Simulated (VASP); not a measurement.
# Si2W (I4/mmm) in VASP: further runs, part 2 of 3

VASP 6.6.1. The steps go on from the part before.

## 3. Single point, revPBE

This run uses another cell than the first one, of 13.80 Å³/atom, 1.023 times its volume.

Input file INCAR:

```
PREC     = Accurate       # precision mode
ENCUT    = 520            # plane-wave cutoff, eV
EDIFF    = 1E-6           # SCF threshold, eV
ISMEAR   = 0              # smearing method
SIGMA    = 0.05           # smearing width, eV
LREAL    = F              # projectors in reciprocal space
LASPH    = T              # aspherical terms in the spheres
NELM     = 60             # most SCF steps
ALGO     = Normal         # electronic algorithm
ISIF     = 2              # what is computed and relaxed
LWAVE    = F              # write WAVECAR
LCHARG   = F              # write CHGCAR
GGA      = RE             # functional
NBANDS   = 18             # bands
```

Input file KPOINTS:

```
regular mesh
0
Gamma
  10 10 10
```

Input file POSCAR:

```
Si2W
1.0
   -1.6202341113      1.6202341113      3.9431447851
    1.6202341113     -1.6202341113      3.9431447851
    1.6202341113      1.6202341113     -3.9431447851
Si W
2 1
Direct
    0.3348274817      0.3348274817      0.0000000000
    0.6651725183      0.6651725183      0.0000000000
    0.0000000000      0.0000000000      0.0000000000
```

Potentials or basis: VASP PAW PBE potentials, release 64 (Si, W_sv).

Started as:

```console
> cat potpaw_PBE.64/Si/POTCAR potpaw_PBE.64/W_sv/POTCAR > POTCAR
> mpirun -np 1 vasp_std > vasp.out
```

OUTCAR:

```text
PREC = Accurate
   ENCUT = 520
   EDIFF = 1E-6
   ISMEAR = 0
   LREAL = F
   LASPH = T
   NELM = 60
   ISIF = 2
   GGA = RE

 ion  position               nearest neighbor table
   1  0.335  0.335  0.000-   2 2.61   3 2.64   3 2.64   3 2.64   3 2.64   3 2.64   2 2.65   2 2.65
                             2 2.65   2 2.65
   2  0.665  0.665  0.000-   1 2.61   3 2.64   3 2.64   3 2.64   3 2.64   3 2.64   1 2.65   1 2.65
                             1 2.65   1 2.65
   3  0.000  0.000  0.000-   2 2.64   2 2.64   1 2.64   2 2.64   1 2.64   1 2.64   2 2.64   1 2.64
                             1 2.64   2 2.64

  LATTYP: Found a body centered tetragonal cell.
 ALAT       =     3.2404682226
 C/A-ratio  =     2.4336882908

  Lattice vectors:

 A1 = (  -1.6202341113,   1.6202341113,   3.9431447851)
 A2 = (   1.6202341113,  -1.6202341113,   3.9431447851)
 A3 = (   1.6202341113,   1.6202341113,  -3.9431447851)

Analysis of symmetry for initial positions (statically):
=====================================================================
 Subroutine PRICEL returns:
 Original cell was already a primitive cell.

 Routine SETGRP: Setting up the symmetry group for a
 body centered tetragonal supercell.

 Subroutine GETGRP returns: Found 16 space group operations
 (whereof 16 operations were pure point group operations)
 out of a pool of 16 trial point group operations.

The static configuration has the point symmetry D_4h.

Analysis of symmetry for dynamics (positions and initial velocities):
=====================================================================
 Subroutine PRICEL returns:
 Original cell was already a primitive cell.

 Routine SETGRP: Setting up the symmetry group for a
 body centered tetragonal supercell.

 Subroutine GETGRP returns: Found 16 space group operations
 (whereof 16 operations were pure point group operations)
 out of a pool of 16 trial point group operations.

The dynamic configuration has the point symmetry D_4h.

 Subroutine INISYM returns: Found 16 space group operations
 (whereof 16 operations are pure point group operations),
 and found     1 'primitive' translations

----------------------------------------------------------------------------------------

                                     Primitive cell

  volume of cell :      41.4055

  direct lattice vectors                    reciprocal lattice vectors
    -1.620234111  1.620234111  3.943144785     0.000000000  0.308597379  0.126802344
     1.620234111 -1.620234111  3.943144785     0.308597379  0.000000000  0.126802344
     1.620234111  1.620234111 -3.943144785     0.308597379  0.308597379  0.000000000

  length of vectors
     4.560560048  4.560560048  4.560560048     0.333633297  0.333633297  0.436422599

  position of ions in fractional coordinates (direct lattice)
     0.334827482  0.334827482  0.000000000
     0.665172518  0.665172518  0.000000000
     0.000000000  0.000000000  0.000000000

  ion indices of the primitive-cell ions
   primitive index   ion index
                 1           1
                 2           2
                 3           3

----------------------------------------------------------------------------------------

 KPOINTS: regular mesh

Automatic generation of k-mesh.
 Grid dimensions read from file:
 generate k-points for:   10   10   10

 Generating k-lattice:

  Cartesian coordinates                     Fractional coordinates (reciprocal lattice)
     0.000000000  0.030859738  0.012680234     0.100000000  0.000000000 -0.000000000
     0.030859738  0.000000000  0.012680234     0.000000000  0.100000000 -0.000000000
     0.030859738  0.030859738  0.000000000     0.000000000  0.000000000  0.100000000

  Length of vectors
     0.033363330  0.033363330  0.043642260

  Shift w.r.t. Gamma in fractional coordinates (k-lattice)
     0.000000000  0.000000000  0.000000000

 Subroutine IBZKPT returns following result:
 ===========================================

 Found    102 irreducible k-points:

 Following reciprocal coordinates:
            Coordinates               Weight
  0.000000  0.000000  0.000000      1.000000
  0.100000 -0.000000  0.000000      8.000000
  0.200000 -0.000000  0.000000      8.000000
  0.300000  0.000000 -0.000000      8.000000
  0.400000 -0.000000  0.000000      8.000000
  0.500000  0.000000 -0.000000      4.000000
[... 16 lines left out ...]
  0.300000  0.300000  0.000000      8.000000
  0.400000  0.300000  0.000000     16.000000
 [... further k-points ...]
   k-points           NKPTS =    102   k-points in BZ     NKDIM =    102   number of bands    NBANDS=     18
   number of dos      NEDOS =    301   number of ions     NIONS =      3
   total plane-waves  NPLWV =  46656
   dimension x,y,z NGX =    36 NGY =   36 NGZ =   36
   dimension x,y,z NGXF=    72 NGYF=   72 NGZF=   72
   ions per type =               2   1
   NGX,Y,Z   is equivalent  to a cutoff of  13.12, 13.12, 13.12 a.u.
   NGXF,Y,Z  is equivalent  to a cutoff of  26.25, 26.25, 26.25 a.u.
 SYSTEM =  unknown system
   PREC   = accura    normal or accurate (medium, high low for compatibility)
   ISTART =      0    job   : 0-new  1-cont  2-samecut
   ICHARG =      2    charge: 1-file 2-atom 10-const
   ISPIN  =      1    spin polarized calculation?
   LNONCOLLINEAR =      F non collinear calculations
   LSORBIT =      F    spin-orbit coupling
   LASPH  =      T    aspherical Exc in radial PAW
   ENCUT  =  520.0 eV  38.22 Ry    6.18 a.u.   8.48  8.48  8.48*2*pi/ulx,y,z
   NELM   =     60;   NELMIN=  2; NELMDL= -5     # of ELM steps
   EDIFF  = 0.1E-05   stopping-criterion for ELM
   LREAL  =      F    real-space projection
   EDIFFG = 0.1E-04   stopping-criterion for IOM
   NSW    =      0    number of steps for IOM
   IBRION =     -1    ionic relax: 0-MD 1-quasi-New 2-CG
   NFREE  =      0    steps in history (QN), initial steepest desc. (CG)
   ISIF   =      2    stress and relaxation
   ISYM   =      2    0-nonsym 1-usesym 2-fastsym
   POTIM  = 0.5000    time-step for ionic-motion
   TEBEG  =    0.0;   TEEND  =   0.0 temperature during run
   PSTRESS=    0.0 pullay stress
   NELECT =      22.0000    total number of electrons
   NUPDOWN=      -1.0000    fix difference up-down
   EMIN   =  10.00;   EMAX   =-10.00  energy-range for DOS
   EFERMI =   0.00;   METHOD = LEGACY
   ISMEAR =     0;   SIGMA  =   0.05  broadening in eV -4-tet -1-fermi 0-gaus
   EFERMI_NEDOS =   21; number of points for ismear=-14 and -15
   IALGO  =     38    algorithm
   IMIX   =      4    mixing-type and parameters
     AMIX     =   0.40;   BMIX     =  1.00
     AMIX_MAG =   1.60;   BMIX_MAG =  1.00
  volume/ion in A,a.u.               =      13.80        93.14
  Fermi-wavevector in a.u.,A,eV,Ry     =   1.325958  2.505697 23.921268  1.758164
  Thomas-Fermi vector in A             =   2.455380
   LORBIT       =      0    0 simple, 1 ext, 2 COOP (PROOUT), +10 PAW based schemes
   GGA     = RE    functional components
   LHFCALC =     F    Hartree Fock is set to
   AEXX    =    0.0000 exact exchange contribution
   IVDW    =     0    specifies the selected vdW correction
   LEPSILON=     F    determine dielectric tensor
   LRPA    =     F    only Hartree local field effects (RPA)
 non-spin polarized calculation
 Gauss-broadening in eV      SIGMA  =   0.05
  energy-cutoff  :      520.00
  volume of cell :       41.41
 maximum number of plane-waves:      1142
 NGX is ok and might be reduce to    36
   NGX = 17   NGY = 17   NGZ = 17

 number of electron      22.0000000 magnetization

 Free energy of the ion-electron system (eV)
  ---------------------------------------------------
  ext. energy  EPLUGINS =         0.00000000
  ---------------------------------------------------
  free energy    TOTEN  =       -23.89439362 eV

  energy without entropy =      -23.89384244  energy(sigma->0) =      -23.89411803

 E-fermi :  11.6792     XC(G=0): -12.3951

 val. band max:       11.6670954385   @ k =  -0.2000  -0.3000   0.2000
 cond. band min:      11.7158094798   @ k =   0.5000   0.5000   0.3000
 fundamental gap:      0.0487140413
 Fermi energy:        11.6792003784

 k-point     1 :       0.0000    0.0000    0.0000
  band No.  band energies     occupation
      1     -62.2262      2.00000
      2     -26.4639      2.00000
      3     -26.4534      2.00000
      4     -26.4534      2.00000
      5      -2.1964      2.00000
      6       4.9808      2.00000
[... 10 lines left out ...]
     17      17.2428      0.00000
     18      17.2428      0.00000
[... 463 lines left out ...]
 k-point    24 :       0.4000    0.3000    0.0000
  band No.  band energies     occupation
      1     -62.2160      2.00000
      2     -26.6134      2.00000
      3     -26.5604      2.00000
      4     -26.4385      2.00000
      5       2.0444      2.00000
      6       3.1230      2.00000
[... 10 lines left out ...]
     17      18.7911      0.00000
     18      20.4671      0.00000

 [... further k-points ...]
[... 5 lines left out ...]
  --------------------------------------------------------------------------------------
  -------------------------------------------------------------------------------------
  Total       -0.0376911     -0.0376911     -0.0828243      0.0000000     -0.0000000      0.0000000
  in kB       -1.4584499     -1.4584499     -3.2048661      0.0000000     -0.0000000      0.0000000
  external PRESSURE =      -2.0405886 kB  Pullay stress =       0.0000000 kB

 VOLUME and BASIS-vectors are now :
 -----------------------------------------------------------------------------
  energy-cutoff  :      520.00
  volume of cell :       41.41
      direct lattice vectors                 reciprocal lattice vectors
    -1.620234111  1.620234111  3.943144785     0.000000000  0.308597379  0.126802344
     1.620234111 -1.620234111  3.943144785     0.308597379  0.000000000  0.126802344
     1.620234111  1.620234111 -3.943144785     0.308597379  0.308597379  0.000000000

 POSITION                                       TOTAL-FORCE (eV/Angst)
 -----------------------------------------------------------------------------------
      0.00000      0.00000      2.64055         0.000000      0.000000     -0.006320
      0.00000      0.00000      5.24574         0.000000      0.000000      0.006320
      0.00000      0.00000      0.00000        -0.000000     -0.000000      0.000000
 -----------------------------------------------------------------------------------
    total drift:                                0.000000      0.000000     -0.000000

  FREE ENERGIE OF THE ION-ELECTRON SYSTEM (eV)
  ---------------------------------------------------
  free  energy   TOTEN  =       -23.8943936229 eV

  energy  without entropy=      -23.8938424412  energy(sigma->0) =      -23.89411803
```

It took 1.8 min on 1 thread of Intel Xeon Platinum 8375C at 2.90GHz (Ice Lake), shared host; peak memory 0.24 GiB.

What came out:

```yaml
Free_energy: -23.8944 eV
Pressure: -0.2 GPa
Largest_force: 0.006 eV/Å
Band_gap_on_the_k_mesh: zero (band 11 reaches 12.39 eV, above the bottom of band 12 at 11.13 eV)
```

Forces in eV/Å, atoms in the order of the input:
```
Si   0.000  0.000 -0.006
Si   0.000  0.000  0.006
W    0.000  0.000  0.000
```

Levels at points of the mesh, in eV from the Fermi level:
```tsv
k point	band 8	band 9	band 10	band 11	band 12	band 13	band 14	band 15
(0.00, 0.00, 0.00)	-3.19	-2.77	-2.77	0.60	2.62	2.98	2.99	2.99
(0.50, 0.00, 0.00)	-4.79	-2.73	-2.67	-0.41	2.63	2.75	3.88	4.28
(0.50, 0.50, 0.00)	-5.48	-4.92	-3.15	-1.77	2.73	2.89	3.04	3.84
(0.50, 0.50, 0.50)	-2.51	-0.85	-0.85	-0.47	-0.47	0.77	4.45	4.69
```

Caveat: the PAW data sets were made with another functional, which shifts forces and pressure a little; spin-orbit coupling is left out, which moves the levels of the heavy elements.

(Continued in part 3 of 3.)
